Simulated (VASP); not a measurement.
BiSb4O:

```
CELL_PARAMETERS angstrom
0.00000 4.19522 4.19522
4.19522 0.00000 4.19522
4.19522 4.19522 0.00000
ATOMIC_POSITIONS crystal
Sb 0.62444 0.12668 0.62444
Sb 0.62444 0.62444 0.12668
Sb 0.62444 0.62444 0.62444
Sb 0.12668 0.62444 0.62444
Bi 0.25000 0.25000 0.25000
O 0.00000 0.00000 0.00000
```

The cell was built from a structure type or drawn by symmetry, and may not be a known phase.

| Item | Value |
| --- | --- |
| Program | VASP 6.6.1 |
| Task | relaxation of cell and atoms |
| Functional | PBE |
| Potentials or basis | VASP PAW PBE potentials, release 64 (Sb, Bi_d, O) |
| Cutoff | 600 eV |
| k mesh | 4 × 4 × 4 |
| Occupations | gaussian, width 0.1 eV |
| Spin | no spin polarisation |

At the start: pressure 6.6 GPa; volume 24.61 Å³/atom.

Q: How do energy, volume and symmetry change on relaxing?

A: Over 8 steps the energy falls by 56.7 meV/atom and the volume is 27.48 Å³/atom (+11.6 %); space group F-43m (No. 216, to 0.1 Å) before and after.

Step by step:
| step | energy change (eV) | largest force (eV/Å) | pressure (GPa) | volume (Å³) |
| --- | --- | --- | --- | --- |
| 1 | 0.0000 | 0.5421 | 6.64 | 147.67 |
| 2 | -0.2738 | 0.2862 | -2.06 | 170.56 |
| 3 | -0.3153 | 0.2632 | -0.16 | 163.62 |
| 4 | -0.3153 | 0.2636 | -0.26 | 163.95 |
| 5 | -0.3273 | 0.1966 | -0.07 | 163.60 |
| 6 | -0.3382 | 0.0154 | 0.51 | 162.79 |
| 7 | -0.3384 | 0.0293 | 0.41 | 162.91 |
| 8 | -0.3403 | 0.0116 | -0.13 | 164.86 |

Final structure:
```xyz
6
Lattice="0.0000 4.3521 4.3521 4.3521 0.0000 4.3521 4.3521 4.3521 0.0000" Properties=species:S:1:pos:R:3 pbc="T T T"
Sb    3.2312    5.4730    3.2312
Sb    3.2312    3.2312    5.4730
Sb    5.4730    5.4730    5.4730
Sb    5.4730    3.2312    3.2312
Bi    2.1761    2.1761    2.1761
O     4.3521    0.0000    4.3521
```

Caveat: an odd number of electrons without spin polarisation forces a metal; a magnetic or distorted state may lie lower.
